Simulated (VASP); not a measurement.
# GaSb (I-4m2) in VASP: further runs, part 2 of 2

VASP 6.6.1. The steps go on from the part before.

## Step 4: Single point, LDA

This run uses another cell than the first one, of 24.12 Å³/atom, 1.020 times its volume.

INCAR reads:

```
SYSTEM = GaSb
  PREC = Accurate
  ENCUT = 520
  EDIFF = 1E-6
  ISMEAR = -1
  SIGMA = 0.05
  LREAL = .FALSE.
  LASPH = .TRUE.
  NELM = 60
  ALGO = Normal
  ISIF = 2
  LWAVE = .FALSE.
  LCHARG = .FALSE.
  GGA = CA
  NBANDS = 16
```

KPOINTS reads:

```
Automatic mesh
0
G
  10 10 10
  0 0 0
```

POSCAR reads:

```
GaSb
1.0
   -2.7534340000      2.7534340000      1.5907070000
    2.7534340000     -2.7534340000      1.5907070000
    2.7534340000      2.7534340000     -1.5907070000
Sb Ga
1 1
Direct
    0.0000000000      0.0000000000      0.0000000000
    0.7500000000      0.2500000000      0.5000000000
```

Potentials or basis: VASP PAW LDA potentials, release 64 (Sb, Ga_d).

Run with:

```console
$ cat potpaw_LDA.64/Sb/POTCAR potpaw_LDA.64/Ga_d/POTCAR > POTCAR
$ mpirun -np 1 vasp_std > vasp.out
```

OUTCAR:

```text
SYSTEM = GaSb
   PREC = Accurate
   ENCUT = 520
   EDIFF = 1E-6
   ISMEAR = -1
   LREAL = .FALSE.
   LASPH = .TRUE.
   NELM = 60
   ISIF = 2
   GGA = CA

 ion  position               nearest neighbor table
   1  0.000  0.000  0.000-   2 2.87   2 2.87   2 2.87   2 2.87
   2  0.750  0.250  0.500-   1 2.87   1 2.87   1 2.87   1 2.87

  LATTYP: Found a body centered tetragonal cell.
 ALAT       =     5.5068680000
 C/A-ratio  =     0.5777174975

  Lattice vectors:

 A1 = (  -2.7534340000,   2.7534340000,   1.5907070000)
 A2 = (   2.7534340000,  -2.7534340000,   1.5907070000)
 A3 = (   2.7534340000,   2.7534340000,  -1.5907070000)

Analysis of symmetry for initial positions (statically):
=====================================================================
 Subroutine PRICEL returns:
 Original cell was already a primitive cell.

 Routine SETGRP: Setting up the symmetry group for a
 body centered tetragonal supercell.

 Subroutine GETGRP returns: Found  8 space group operations
 (whereof  8 operations were pure point group operations)
 out of a pool of 16 trial point group operations.

The static configuration has the point symmetry D_2d.

Analysis of symmetry for dynamics (positions and initial velocities):
=====================================================================
 Subroutine PRICEL returns:
 Original cell was already a primitive cell.

 Routine SETGRP: Setting up the symmetry group for a
 body centered tetragonal supercell.

 Subroutine GETGRP returns: Found  8 space group operations
 (whereof  8 operations were pure point group operations)
 out of a pool of 16 trial point group operations.

The dynamic configuration has the point symmetry D_2d.

 Subroutine INISYM returns: Found  8 space group operations
[... 103 lines left out ...]
   ISIF   =      2    stress and relaxation
   ISYM   =      2    0-nonsym 1-usesym 2-fastsym
   POTIM  = 0.5000    time-step for ionic-motion
   TEBEG  =    0.0;   TEEND  =   0.0 temperature during run
   PSTRESS=    0.0 pullay stress
   NELECT =      18.0000    total number of electrons
   NUPDOWN=      -1.0000    fix difference up-down
   EMIN   =  10.00;   EMAX   =-10.00  energy-range for DOS
   EFERMI =   0.00;   METHOD = LEGACY
   ISMEAR =    -1;   SIGMA  =   0.05  broadening in eV -4-tet -1-fermi 0-gaus
   EFERMI_NEDOS =   21; number of points for ismear=-14 and -15
   IALGO  =     38    algorithm
   IMIX   =      4    mixing-type and parameters
     AMIX     =   0.40;   BMIX     =  1.00
     AMIX_MAG =   1.60;   BMIX_MAG =  1.00
  volume/ion in A,a.u.               =      24.12       162.77
  Fermi-wavevector in a.u.,A,eV,Ry     =   1.178598  2.227228 18.899772  1.389094
  Thomas-Fermi vector in A             =   2.314924
   LORBIT       =      0    0 simple, 1 ext, 2 COOP (PROOUT), +10 PAW based schemes
   GGA     = CA    functional components
   LHFCALC =     F    Hartree Fock is set to
   AEXX    =    0.0000 exact exchange contribution
   IVDW    =     0    specifies the selected vdW correction
   LEPSILON=     F    determine dielectric tensor
   LRPA    =     F    only Hartree local field effects (RPA)
 non-spin polarized calculation
  energy-cutoff  :      520.00
  volume of cell :       48.24
 maximum number of plane-waves:      1314
   NGX = 15   NGY = 15   NGZ = 15

 number of electron      17.9999994 magnetization

 Free energy of the ion-electron system (eV)
  ---------------------------------------------------
  ext. energy  EPLUGINS =         0.00000000
  ---------------------------------------------------
  free energy    TOTEN  =        -8.33591197 eV

  energy without entropy =       -8.33137253  energy(sigma->0) =       -8.33364225

 E-fermi :   6.3434     XC(G=0): -10.4569

 val. band max:        6.2597387243   @ k =  -0.2000  -0.2000   0.1000
 cond. band min:       6.3474975744   @ k =   0.4000   0.4000   0.1000
 fundamental gap:      0.0877588501
 Fermi energy:         6.3434008174

 k-point     1 :       0.0000    0.0000    0.0000
  band No.  band energies     occupation
      1      -8.6329      2.00000
      2      -8.5549      2.00000
      3      -8.5470      2.00000
      4      -8.5228      2.00000
      5      -8.5228      2.00000
      6      -5.5800      2.00000
[... 433 lines left out ...]
      3      -8.5553      2.00000
      4      -8.5394      2.00000
      5      -8.5257      2.00000
      6      -2.8149      2.00000
[... 8 lines left out ...]
     15      15.9553      0.00000
     16      16.9617      0.00000

 [... further k-points ...]
[... 5 lines left out ...]
  --------------------------------------------------------------------------------------
  -------------------------------------------------------------------------------------
  Total       -1.2436931     -1.2436931     -1.3576732      0.0000000      0.0000000      0.0000000
  in kB      -41.3070592    -41.3070592    -45.0927079      0.0000000      0.0000000      0.0000000
  external PRESSURE =     -42.5689421 kB  Pullay stress =       0.0000000 kB

 VOLUME and BASIS-vectors are now :
 -----------------------------------------------------------------------------
  energy-cutoff  :      520.00
  volume of cell :       48.24
      direct lattice vectors                 reciprocal lattice vectors
    -2.753434000  2.753434000  1.590707000     0.000000000  0.181591424  0.314325643
     2.753434000 -2.753434000  1.590707000     0.181591424  0.000000000  0.314325643
     2.753434000  2.753434000 -1.590707000     0.181591424  0.181591424  0.000000000

 POSITION                                       TOTAL-FORCE (eV/Angst)
 -----------------------------------------------------------------------------------
      0.00000      0.00000      0.00000         0.000000      0.000000     -0.000000
      0.00000      2.75343      0.79535        -0.000000     -0.000000      0.000000
 -----------------------------------------------------------------------------------
    total drift:                                0.000000     -0.000000      0.000000

  FREE ENERGIE OF THE ION-ELECTRON SYSTEM (eV)
  ---------------------------------------------------
  free  energy   TOTEN  =        -8.3359119707 eV

  energy  without entropy=       -8.3313725276  energy(sigma->0) =       -8.33364225
```

OSZICAR:

```text
N       E                     dE             d eps       ncg     rms          rms(c)
DAV:   1     0.848762852731E+02    0.84876E+02   -0.82146E+03  3264   0.146E+03
DAV:   2    -0.188823815255E+01   -0.86765E+02   -0.83989E+02  3848   0.326E+02
DAV:   3    -0.825820197049E+01   -0.63700E+01   -0.63469E+01  3912   0.651E+01
DAV:   4    -0.837166251909E+01   -0.11346E+00   -0.11344E+00  4064   0.966E+00
DAV:   5    -0.837426631669E+01   -0.26038E-02   -0.26037E-02  4072   0.132E+00    0.251E+00
DAV:   6    -0.834539800304E+01    0.28868E-01   -0.39001E-02  4264   0.321E+00    0.139E+00
DAV:   7    -0.833631470592E+01    0.90833E-02   -0.12486E-02  4808   0.117E+00    0.216E-01
DAV:   8    -0.833592135076E+01    0.39336E-03   -0.15869E-03  4296   0.516E-01    0.354E-02
DAV:   9    -0.833591229848E+01    0.90523E-05   -0.67668E-05  3928   0.648E-02    0.178E-02
DAV:  10    -0.833591197073E+01    0.32775E-06   -0.67782E-06  4192   0.211E-02
   1 F= -.83359120E+01 E0= -.83336422E+01  d E =-.453944E-02
```

Run time: 21 s. Hardware: 1 thread of Intel Xeon 6975P-C (Granite Rapids), shared host; peak memory 0.21 GiB.

What came out:

- Free energy: -8.3359 eV
- Pressure: -4.3 GPa
- Band gap on the k mesh: zero (band 9 reaches 8.16 eV, above the bottom of band 10 at 3.69 eV)

Caveat: spin-orbit coupling is left out, which moves the levels of the heavy elements.

## Step 5: Single point, PBEsol

This run uses another cell than the first one, of 24.12 Å³/atom, 1.020 times its volume.

INCAR reads:

```
PREC = Accurate ; ENCUT = 520
EDIFF = 1E-6 ; ISMEAR = -1
SIGMA = 0.05 ; LREAL = False
LASPH = True ; NELM = 60
ALGO = Normal ; ISIF = 2
LWAVE = False ; LCHARG = False
GGA = PS ; NBANDS = 16
```

KPOINTS reads:

```
Automatic mesh
0
Gamma
  10 10 10
```

POSCAR is that of step 4.

Potentials or basis: VASP PAW PBE potentials, release 64 (Sb, Ga_d).

Run with:

```console
$ cat potpaw_PBE.64/Sb/POTCAR potpaw_PBE.64/Ga_d/POTCAR > POTCAR
$ mpirun -np 1 vasp_std > vasp.out
```

OUTCAR:

```text
PREC = Accurate
   ENCUT = 520
   EDIFF = 1E-6
   ISMEAR = -1
   LREAL = False
   LASPH = True
   NELM = 60
   ISIF = 2
   GGA = PS

 ion  position               nearest neighbor table
   1  0.000  0.000  0.000-   2 2.87   2 2.87   2 2.87   2 2.87
   2  0.750  0.250  0.500-   1 2.87   1 2.87   1 2.87   1 2.87

  LATTYP: Found a body centered tetragonal cell.
 ALAT       =     5.5068680000
 C/A-ratio  =     0.5777174975

  Lattice vectors:

 A1 = (  -2.7534340000,   2.7534340000,   1.5907070000)
 A2 = (   2.7534340000,  -2.7534340000,   1.5907070000)
 A3 = (   2.7534340000,   2.7534340000,  -1.5907070000)

Analysis of symmetry for initial positions (statically):
=====================================================================
 Subroutine PRICEL returns:
 Original cell was already a primitive cell.

 Routine SETGRP: Setting up the symmetry group for a
 body centered tetragonal supercell.

 Subroutine GETGRP returns: Found  8 space group operations
 (whereof  8 operations were pure point group operations)
[... 156 lines left out ...]
  ---------------------------------------------------
  ext. energy  EPLUGINS =         0.00000000
  ---------------------------------------------------
  free energy    TOTEN  =        -7.87138181 eV

  energy without entropy =       -7.86662008  energy(sigma->0) =       -7.86900094

 E-fermi :   6.3905     XC(G=0): -10.3614

 val. band max:        6.3902081133   @ k =   0.4000   0.4000   0.1000
 cond. band min:       6.3932140232   @ k =   0.4000   0.4000   0.0000
 fundamental gap:      0.0030059098
 Fermi energy:         6.3904857861

 k-point     1 :       0.0000    0.0000    0.0000
  band No.  band energies     occupation
      1      -8.4556      2.00000
      2      -8.3763      2.00000
      3      -8.3688      2.00000
      4      -8.3440      2.00000
      5      -8.3440      2.00000
      6      -5.5461      2.00000
[... 433 lines left out ...]
      3      -8.3772      2.00000
      4      -8.3610      2.00000
      5      -8.3468      2.00000
      6      -2.7589      2.00000
[... 8 lines left out ...]
     15      16.0383      0.00000
     16      17.0354      0.00000

 [... further k-points ...]
[... 5 lines left out ...]
  --------------------------------------------------------------------------------------
  -------------------------------------------------------------------------------------
  Total       -0.8080129     -0.8080129     -1.0278135      0.0000000      0.0000000      0.0000000
  in kB      -26.8367133    -26.8367133    -34.1370025      0.0000000      0.0000000      0.0000000
  external PRESSURE =     -29.2701430 kB  Pullay stress =       0.0000000 kB

 VOLUME and BASIS-vectors are now :
 -----------------------------------------------------------------------------
  energy-cutoff  :      520.00
  volume of cell :       48.24
      direct lattice vectors                 reciprocal lattice vectors
    -2.753434000  2.753434000  1.590707000     0.000000000  0.181591424  0.314325643
     2.753434000 -2.753434000  1.590707000     0.181591424  0.000000000  0.314325643
     2.753434000  2.753434000 -1.590707000     0.181591424  0.181591424  0.000000000

 POSITION                                       TOTAL-FORCE (eV/Angst)
 -----------------------------------------------------------------------------------
      0.00000      0.00000      0.00000        -0.000000     -0.000000      0.000000
      0.00000      2.75343      0.79535         0.000000      0.000000     -0.000000
 -----------------------------------------------------------------------------------
    total drift:                               -0.000000      0.000000      0.000000

  FREE ENERGIE OF THE ION-ELECTRON SYSTEM (eV)
  ---------------------------------------------------
  free  energy   TOTEN  =        -7.8713818096 eV

  energy  without entropy=       -7.8666200752  energy(sigma->0) =       -7.86900094
```

Wall time 22 s (1 thread of Intel Xeon 6975P-C (Granite Rapids), shared host); peak memory 0.23 GiB.

Results:

```yaml
Free_energy: -7.8714 eV
Pressure: -2.9 GPa
Band_gap_on_the_k_mesh: zero (band 9 reaches 8.20 eV, above the bottom of band 10 at 3.69 eV)
```

Caveat: the PAW data sets were made with another functional, which shifts forces and pressure a little; spin-orbit coupling is left out, which moves the levels of the heavy elements.

## Step 6: Summary

| level | potentials or basis | cell | gap on the mesh (eV) | pressure (GPa) |
| --- | --- | --- | --- | --- |
| LDA | VASP PAW LDA potentials, release 64 (Sb, Ga_d) | a = 4.178 Å, angles 98.2, 98.2, 135.6°, 2 atoms | none | -3.3 |
| PBEsol | VASP PAW PBE potentials, release 64 (Sb, Ga_d) | a = 4.178 Å, angles 98.2, 98.2, 135.6°, 2 atoms | none | -1.9 |
| LDA | VASP PAW LDA potentials, release 64 (Sb, Ga_d) | a = 4.206 Å, angles 98.2, 98.2, 135.6°, 2 atoms | none | -4.3 |
| PBEsol | VASP PAW PBE potentials, release 64 (Sb, Ga_d) | a = 4.206 Å, angles 98.2, 98.2, 135.6°, 2 atoms | none | -2.9 |

Alike in all rows: task single point; no spin polarisation; k mesh 10 × 10 × 10; cutoff (eV) 520; smearing fermi-dirac 0.05 eV.

Caveats: spin-orbit coupling is left out, which moves the levels of the heavy elements; the PAW data sets were made with another functional, which shifts forces and pressure a little (some runs).

Total energies depend on the potentials used, so only differences within one code and one set of settings carry meaning.
